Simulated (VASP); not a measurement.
# Ge (P6_3/mmc) in VASP: a series of runs

Ge is run at these levels: PBEsol; tasks: single point, relaxation of shape and atoms at fixed volume.

Program: VASP 6.6.1. These are calculated values, not measurements. Logs are shortened: lines on timing, memory, paths and dates and some standing lists are left out, and cuts for length are marked.

### 1 The cell of the first run

Symmetry: P6_3/mmc, No. 194, hexagonal system. The conventional cell has a = 3.997 Å, b = 3.997 Å, c = 6.794 Å, α = 90.00°, β = 90.00°, γ = 120.00°. Ge (site symmetry 3m) has 4 Ge at 2.47 to 2.52 Å within 3.3 Å.

This isn't the form of Ge at room conditions, which is diamond.

### 2 Single point, PBEsol (strain along c alone, the other axes held: +3.0 %, then relaxed in part)

INCAR reads:

```
ALGO = Normal
EDIFF = 1E-7
ENCUT = 520
GGA = PS
ISIF = 2
ISMEAR = 0
LASPH = T
LCHARG = F
LREAL = F
LWAVE = F
NBANDS = 36
NELM = 100
PREC = Accurate
SIGMA = 0.1
```

KPOINTS reads:

```
k-points
0
Gamma
  18 18 8
```

POSCAR reads:

```
Ge
1.0
    3.9969678618      0.0000000000      0.0000000000
   -1.9984839309      3.4614757064      0.0000000000
    0.0000000000      0.0000000000      6.7942560993
Ge
4
Direct
    0.6666666667      0.3333333333      0.0644890613
    0.3333333333      0.6666666667      0.5644890613
    0.6666666667      0.3333333333      0.4355109387
    0.3333333333      0.6666666667      0.9355109387
```

Potentials or basis: VASP PAW PBE potentials, release 64 (Ge_d).

Launch:

```sh
$ cat potpaw_PBE.64/Ge_d/POTCAR > POTCAR
$ mpirun -np 1 vasp_std > vasp.out
```

OUTCAR:

```text
EDIFF = 1E-7
   ENCUT = 520
   GGA = PS
   ISIF = 2
   ISMEAR = 0
   LASPH = T
   LREAL = F
   NELM = 100
   PREC = Accurate

 ion  position               nearest neighbor table
   1  0.667  0.333  0.064-   4 2.47   4 2.47   4 2.47   3 2.52
   2  0.333  0.667  0.564-   3 2.47   3 2.47   3 2.47   4 2.52
   3  0.667  0.333  0.436-   2 2.47   2 2.47   2 2.47   1 2.52
   4  0.333  0.667  0.936-   1 2.47   1 2.47   1 2.47   2 2.52

  LATTYP: Found a hexagonal cell.
 ALAT       =     3.9969678618
 C/A-ratio  =     1.6998525718

  Lattice vectors:

 A1 = (   3.9969678618,   0.0000000000,   0.0000000000)
 A2 = (  -1.9984839309,   3.4614757064,   0.0000000000)
 A3 = (   0.0000000000,   0.0000000000,   6.7942560993)

Analysis of symmetry for initial positions (statically):
=====================================================================
 Subroutine PRICEL returns:
 Original cell was already a primitive cell.

 Routine SETGRP: Setting up the symmetry group for a
 hexagonal supercell.

 Subroutine GETGRP returns: Found 24 space group operations
 (whereof 12 operations were pure point group operations)
 out of a pool of 24 trial point group operations.

The static configuration has the point symmetry D_3d.
 The point group associated with its full space group is D_6h.

Analysis of symmetry for dynamics (positions and initial velocities):
=====================================================================
 Subroutine PRICEL returns:
 Original cell was already a primitive cell.

 Routine SETGRP: Setting up the symmetry group for a
 hexagonal supercell.

 Subroutine GETGRP returns: Found 24 space group operations
 (whereof 12 operations were pure point group operations)
 out of a pool of 24 trial point group operations.

The dynamic configuration has the point symmetry D_3d.
 The point group associated with its full space group is D_6h.

 Subroutine INISYM returns: Found 24 space group operations
 (whereof 12 operations are pure point group operations),
 and found     1 'primitive' translations

----------------------------------------------------------------------------------------

                                     Primitive cell

  volume of cell :      94.0013

  direct lattice vectors                    reciprocal lattice vectors
     3.996967862  0.000000000  0.000000000     0.250189652  0.144447063  0.000000000
    -1.998483931  3.461475706  0.000000000     0.000000000  0.288894126  0.000000000
     0.000000000  0.000000000  6.794256099     0.000000000  0.000000000  0.147183148

  length of vectors
     3.996967862  3.996967862  6.794256099     0.288894126  0.288894126  0.147183148

  position of ions in fractional coordinates (direct lattice)
     0.666666667  0.333333333  0.064489061
     0.333333333  0.666666667  0.564489061
     0.666666667  0.333333333  0.435510939
     0.333333333  0.666666667  0.935510939

  ion indices of the primitive-cell ions
   primitive index   ion index
                 1           1
                 2           2
                 3           3
                 4           4

----------------------------------------------------------------------------------------

 KPOINTS: k-points

Automatic generation of k-mesh.
 Grid dimensions read from file:
 generate k-points for:   18   18    8

 Generating k-lattice:

  Cartesian coordinates                     Fractional coordinates (reciprocal lattice)
     0.013899425  0.008024837  0.000000000     0.055555556 -0.000000000  0.000000000
     0.000000000  0.016049674  0.000000000     0.000000000  0.055555556  0.000000000
     0.000000000  0.000000000  0.018397893     0.000000000  0.000000000  0.125000000

  Length of vectors
     0.016049674  0.016049674  0.018397893

  Shift w.r.t. Gamma in fractional coordinates (k-lattice)
     0.000000000  0.000000000  0.000000000

 Subroutine IBZKPT returns following result:
 ===========================================

 Found    185 irreducible k-points:

 Following reciprocal coordinates:
            Coordinates               Weight
  0.000000  0.000000  0.000000      1.000000
  0.055556 -0.000000  0.000000      6.000000
  0.111111 -0.000000  0.000000      6.000000
  0.166667 -0.000000  0.000000      6.000000
  0.222222 -0.000000  0.000000      6.000000
  0.277778  0.000000  0.000000      6.000000
[... 16 lines left out ...]
  0.333333  0.111111  0.000000     12.000000
  0.388889  0.111111  0.000000     12.000000
 [... further k-points ...]
   k-points           NKPTS =    185   k-points in BZ     NKDIM =    185   number of bands    NBANDS=     36
   number of dos      NEDOS =    301   number of ions     NIONS =      4
   total plane-waves  NPLWV =  48600
   dimension x,y,z NGX =    30 NGY =   30 NGZ =   54
   dimension x,y,z NGXF=    60 NGYF=   60 NGZF=  108
   ions per type =               4
   NGX,Y,Z   is equivalent  to a cutoff of  12.48, 12.48, 13.21 a.u.
   NGXF,Y,Z  is equivalent  to a cutoff of  24.96, 24.96, 26.43 a.u.
 SYSTEM =  unknown system
   PREC   = accura    normal or accurate (medium, high low for compatibility)
   ISTART =      0    job   : 0-new  1-cont  2-samecut
   ICHARG =      2    charge: 1-file 2-atom 10-const
   ISPIN  =      1    spin polarized calculation?
   LNONCOLLINEAR =      F non collinear calculations
   LSORBIT =      F    spin-orbit coupling
   LASPH  =      T    aspherical Exc in radial PAW
   ENCUT  =  520.0 eV  38.22 Ry    6.18 a.u.   7.43  7.43 12.63*2*pi/ulx,y,z
   NELM   =    100;   NELMIN=  2; NELMDL= -5     # of ELM steps
   EDIFF  = 0.1E-06   stopping-criterion for ELM
   LREAL  =      F    real-space projection
   EDIFFG = 0.1E-05   stopping-criterion for IOM
   NSW    =      0    number of steps for IOM
   IBRION =     -1    ionic relax: 0-MD 1-quasi-New 2-CG
   NFREE  =      0    steps in history (QN), initial steepest desc. (CG)
   ISIF   =      2    stress and relaxation
   ISYM   =      2    0-nonsym 1-usesym 2-fastsym
   POTIM  = 0.5000    time-step for ionic-motion
   TEBEG  =    0.0;   TEEND  =   0.0 temperature during run
   PSTRESS=    0.0 pullay stress
   NELECT =      56.0000    total number of electrons
   NUPDOWN=      -1.0000    fix difference up-down
   EMIN   =  10.00;   EMAX   =-10.00  energy-range for DOS
   EFERMI =   0.00;   METHOD = LEGACY
   ISMEAR =     0;   SIGMA  =   0.10  broadening in eV -4-tet -1-fermi 0-gaus
   EFERMI_NEDOS =   21; number of points for ismear=-14 and -15
   IALGO  =     38    algorithm
   IMIX   =      4    mixing-type and parameters
     AMIX     =   0.40;   BMIX     =  1.00
     AMIX_MAG =   1.60;   BMIX_MAG =  1.00
  volume/ion in A,a.u.               =      23.50       158.59
  Fermi-wavevector in a.u.,A,eV,Ry     =   1.377504  2.603105 25.817292  1.897517
  Thomas-Fermi vector in A             =   2.502651
   LORBIT       =      0    0 simple, 1 ext, 2 COOP (PROOUT), +10 PAW based schemes
   GGA     = PS    functional components
   LHFCALC =     F    Hartree Fock is set to
   AEXX    =    0.0000 exact exchange contribution
   IVDW    =     0    specifies the selected vdW correction
   LEPSILON=     F    determine dielectric tensor
   LRPA    =     F    only Hartree local field effects (RPA)
 non-spin polarized calculation
 Gauss-broadening in eV      SIGMA  =   0.10
  energy-cutoff  :      520.00
  volume of cell :       94.00
 maximum number of plane-waves:      2575
 NGX is ok and might be reduce to    30
   NGX = 15   NGY = 15   NGZ = 25

 number of electron      56.0000037 magnetization

 Free energy of the ion-electron system (eV)
  ---------------------------------------------------
  ext. energy  EPLUGINS =         0.00000000
  ---------------------------------------------------
  free energy    TOTEN  =       -19.64616257 eV

  energy without entropy =      -19.64524042  energy(sigma->0) =      -19.64570150

 E-fermi :   4.6362     XC(G=0):  -9.9509

 val. band max:        4.6356623335   @ k =   0.0000   0.0000   0.1250
 cond. band min:       4.6456825675   @ k =   0.5000   0.0000   0.3750
 fundamental gap:      0.0100202339
 Fermi energy:         4.6362327740

 k-point     1 :       0.0000    0.0000    0.0000
  band No.  band energies     occupation
      1     -20.2536      2.00000
      2     -20.2536      2.00000
      3     -20.2199      2.00000
      4     -20.2199      2.00000
      5     -20.1989      2.00000
      6     -20.1979      2.00000
[... 28 lines left out ...]
     35       9.0586      0.00000
     36      10.5171      0.00000

 k-point     2 :       0.0556   -0.0000    0.0000
  band No.  band energies     occupation
      1     -20.2552      2.00000
      2     -20.2541      2.00000
      3     -20.2208      2.00000
      4     -20.2197      2.00000
      5     -20.2017      2.00000
      6     -20.1963      2.00000
[... 28 lines left out ...]
     35       9.1985      0.00000
     36      10.7405      0.00000

 k-point     3 :       0.1111   -0.0000    0.0000
  band No.  band energies     occupation
      1     -20.2587      2.00000
      2     -20.2553      2.00000
      3     -20.2230      2.00000
      4     -20.2189      2.00000
      5     -20.2081      2.00000
      6     -20.1903      2.00000
[... 28 lines left out ...]
     35       9.5873      0.00000
     36      10.8444      0.00000

 k-point     4 :       0.1667   -0.0000    0.0000
  band No.  band energies     occupation
      1     -20.2622      2.00000
      2     -20.2567      2.00000
      3     -20.2259      2.00000
      4     -20.2171      2.00000
      5     -20.2146      2.00000
      6     -20.1839      2.00000
[... 28 lines left out ...]
     35      10.1598      0.00000
     36      10.2999      0.00000

 k-point     5 :       0.2222   -0.0000    0.0000
  band No.  band energies     occupation
      1     -20.2646      2.00000
      2     -20.2580      2.00000
      3     -20.2288      2.00000
      4     -20.2210      2.00000
      5     -20.2140      2.00000
      6     -20.1787      2.00000
[... 655 lines left out ...]
 k-point    22 :       0.2778    0.1111    0.0000
  band No.  band energies     occupation
      1     -20.2645      2.00000
      2     -20.2619      2.00000
      3     -20.2384      2.00000
      4     -20.2334      2.00000
      5     -20.1952      2.00000
      6     -20.1679      2.00000
[... 28 lines left out ...]
     35      10.6516      0.00000
     36      11.7023      0.00000

 k-point    23 :       0.3333    0.1111    0.0000
  band No.  band energies     occupation
      1     -20.2640      2.00000
      2     -20.2606      2.00000
      3     -20.2402      2.00000
      4     -20.2391      2.00000
      5     -20.1868      2.00000
      6     -20.1628      2.00000
[... 28 lines left out ...]
     35      11.3322      0.00000
     36      11.7954      0.00000

 k-point    24 :       0.3889    0.1111    0.0000
  band No.  band energies     occupation
      1     -20.2637      2.00000
      2     -20.2582      2.00000
      3     -20.2441      2.00000
      4     -20.2413      2.00000
      5     -20.1793      2.00000
      6     -20.1595      2.00000
[... 28 lines left out ...]
     35      11.5564      0.00000
     36      12.3672      0.00000

 [... further k-points ...]

------------------------ aborting loop because EDIFF is reached ----------------------------------------

  FORCE on cell =-STRESS in cart. coord.  units (eV):
  Direction    XX          YY          ZZ          XY          YZ          ZX
  --------------------------------------------------------------------------------------
  -------------------------------------------------------------------------------------
  Total       -0.4091662     -0.4091662     -2.5936648      0.0000000     -0.0000000      0.0000000
  in kB       -6.9739126     -6.9739126    -44.2069522      0.0000000     -0.0000000      0.0000000
  external PRESSURE =     -19.3849258 kB  Pullay stress =       0.0000000 kB

 VOLUME and BASIS-vectors are now :
 -----------------------------------------------------------------------------
  energy-cutoff  :      520.00
  volume of cell :       94.00
      direct lattice vectors                 reciprocal lattice vectors
     3.996967862  0.000000000  0.000000000     0.250189652  0.144447063  0.000000000
    -1.998483931  3.461475706  0.000000000     0.000000000  0.288894126  0.000000000
     0.000000000  0.000000000  6.794256099     0.000000000  0.000000000  0.147183148

 POSITION                                       TOTAL-FORCE (eV/Angst)
 -----------------------------------------------------------------------------------
      1.99848      1.15383      0.43816         0.000000      0.000000     -0.003859
     -0.00000      2.30765      3.83528        -0.000000      0.000000     -0.003859
      1.99848      1.15383      2.95897         0.000000      0.000000      0.003859
     -0.00000      2.30765      6.35610        -0.000000     -0.000000      0.003859
 -----------------------------------------------------------------------------------
    total drift:                               -0.000000      0.000000     -0.000000

  FREE ENERGIE OF THE ION-ELECTRON SYSTEM (eV)
  ---------------------------------------------------
  free  energy   TOTEN  =       -19.6461625742 eV

  energy  without entropy=      -19.6452404188  energy(sigma->0) =      -19.64570150
```

Wall time 4.1 min (1 thread of Intel Xeon 6975P-C (Granite Rapids), shared host); peak memory 0.52 GiB.

What came out:

* Free energy: -19.6462 eV
* Pressure: -1.9 GPa
* Largest force: 0.004 eV/Å
* Band gap on the k mesh: zero (bands 28 and 29 overlap by 0.02 eV)

Forces in eV/Å, atoms in the order of the input:
```
Ge   0.000  0.000 -0.004
Ge   0.000  0.000 -0.004
Ge   0.000  0.000  0.004
Ge   0.000  0.000  0.004
```

Caveat: the cell differs from its parent crystal (strain along c alone, the other axes held: +3.0 %, then relaxed in part); semilocal functionals underestimate gaps, and a narrow one can read as zero; the PAW data sets were made with another functional, which shifts forces and pressure a little.

(Continued in part 2 of 3.)

The gap in the log of VASP goes by the Fermi energy; the results here count the filled bands.